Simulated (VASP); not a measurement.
Wanted: the native input for a VASP 6.6.1 run.

- Task: single point
- Functional: PBE
- Potentials or basis: VASP PAW PBE potentials, release 64 (Ti_sv, Se, S)
- Cutoff: 520 eV
- k mesh: 4 × 4 × 4
- Occupations: gaussian, width 0.1 eV
- Spin: collinear spin
- Starting moments: [1.0, 0.0, 0.0, 0.0, 0.0] μB
- Dipole correction: no
- Further INCAR settings: ALGO = Normal; EDIFF = 1e-06; NBANDS = 30

The structure of TiSeS3 lies in POSCAR:

```
TiSeS3
1.0
    4.8121238800      0.0000000000      0.0000000000
    0.0000000000      4.8121238800      0.0000000000
    0.0000000000      0.0000000000      4.8121238800
Ti Se S
1 1 3
Direct
    0.0000000000      0.0000000000      0.0000000000
    0.5000000000      0.5000000000      0.5000000000
    0.0000000000      0.5000000000      0.5000000000
    0.5000000000      0.0000000000      0.5000000000
    0.5000000000      0.5000000000      0.0000000000
```

The cell was generated, and may not be a known phase.

One way to write it, as run:

INCAR

```
SYSTEM = TiSeS3
  ALGO = Normal
  EDIFF = 1E-6
  ENCUT = 520
  GGA = PE
  ISIF = 2
  ISMEAR = 0
  ISPIN = 2
  LASPH = .TRUE.
  LCHARG = .FALSE.
  LMAXMIX = 4
  LORBIT = 11
  LREAL = .FALSE.
  LWAVE = .FALSE.
  MAGMOM = 1 0 0 0 0
  NBANDS = 30
  NELM = 150
  PREC = Accurate
  SIGMA = 0.1
```

KPOINTS

```
k-points
0
G
  4 4 4
  0 0 0
```

Potentials or basis: VASP PAW PBE potentials, release 64 (Ti_sv, Se, S).

Launch:

```sh
$ cat potpaw_PBE.64/Ti_sv/POTCAR potpaw_PBE.64/Se/POTCAR potpaw_PBE.64/S/POTCAR > POTCAR
$ mpirun -np 1 vasp_std > vasp.out
```

Results of the run:

```yaml
Pressure: -2.7 GPa
Net_moment: 1.42 μB per cell
Site_moments: Ti +1.49; Se +0.07; S -0.12 μB
Valence_electrons_inside_the_program's_atomic_spheres: Ti 9.85; Se 3.77; S 3.61
```

It took 110 s on 1 thread of AMD EPYC 7R13 Processor (Zen 3), on a shared host, peak memory 0.23 GiB.
